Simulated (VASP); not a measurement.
Crystal: OsPd2.

```xyz
6
Lattice="0.0000 3.4771 3.4771 3.4771 0.0000 3.4771 3.4771 3.4771 0.0000" Properties=species:S:1:pos:R:3 pbc="T T T"
Pd    3.4771    3.4771    3.4771
Pd    3.4771    1.7385    1.7385
Pd    1.7385    1.7385    3.4771
Pd    1.7385    3.4771    1.7385
Os    0.8693    0.8693    0.8693
Os    6.0849    6.0849    6.0849
```

- Program: VASP 6.6.1
- Task: relaxation of cell and atoms
- Functional: PBE
- Potentials or basis: VASP PAW PBE potentials, release 64 (Pd, Os)
- Cutoff: 600 eV
- k mesh: 6 × 6 × 6
- Occupations: methfessel-paxton, width 0.0753 eV
- Spin: no spin polarisation

At the start: pressure 24.7 GPa; volume 14.01 Å³/atom.

Q: Where does the relaxation end?

A: Over 4 steps the energy falls by 90.8 meV/atom and the volume is 15.32 Å³/atom (+9.3 %); space group Fd-3m (No. 227, to 0.05 Å).

The path:
| step | energy change (eV) | largest force (eV/Å) | pressure (GPa) | volume (Å³) |
| --- | --- | --- | --- | --- |
| 1 | 0.0000 | 0.0000 | 24.66 | 84.08 |
| 2 | 1.6400 | 0.0000 | -26.16 | 113.15 |
| 3 | -0.5416 | 0.0000 | -1.53 | 92.49 |
| 4 | -0.5446 | 0.0000 | -0.23 | 91.94 |

Final structure:
```xyz
6
Lattice="0.0000 3.5822 3.5822 3.5822 0.0000 3.5822 3.5822 3.5822 0.0000" Properties=species:S:1:pos:R:3 pbc="T T T"
Pd    3.5822    3.5822    3.5822
Pd    3.5822    1.7911    1.7911
Pd    1.7911    1.7911    3.5822
Pd    1.7911    3.5822    1.7911
Os    0.8956    0.8956    0.8956
Os    6.2689    6.2689    6.2689
```
